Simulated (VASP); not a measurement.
MgO, 2 atoms in the cell. Symmetry: Fm-3m, No. 225, cubic system. The conventional cell has a = 4.270 Å, b = 4.270 Å, c = 4.270 Å, α = 90.00°, β = 90.00°, γ = 90.00°. Mg (site symmetry m-3m) has 6 O at 2.14 Å within 2.8 Å. Within 2.8 Å of O (site symmetry m-3m) lie 6 Mg at 2.14 Å. 

```yaml
Program: VASP 6.6.1
Task: single point
Functional: PBE
Potentials_or_basis: VASP PAW PBE potentials, release 64 (Mg, O)
Cutoff: 520 eV
k_mesh: 10 × 10 × 10
Occupations: gaussian, width 0.05 eV
Spin: no spin polarisation
Dipole_correction: no
Further_INCAR_settings: ALGO = Normal; EDIFF = 1e-06; NBANDS = 11
```

Potentials or basis: VASP PAW PBE potentials, release 64 (Mg, O).

Launch:

```sh
$ cat potpaw_PBE.64/Mg/POTCAR potpaw_PBE.64/O/POTCAR > POTCAR
$ mpirun -np 1 vasp_std > vasp.out
```

Hardware: 1 thread of Intel Xeon 6975P-C (shared host).

Estimate the wall time of this run.

Wall time 4.5 s on 1 thread of Intel Xeon 6975P-C, on a shared host, peak memory 0.14 GiB. Counts: scf iterations 12, k points 47.
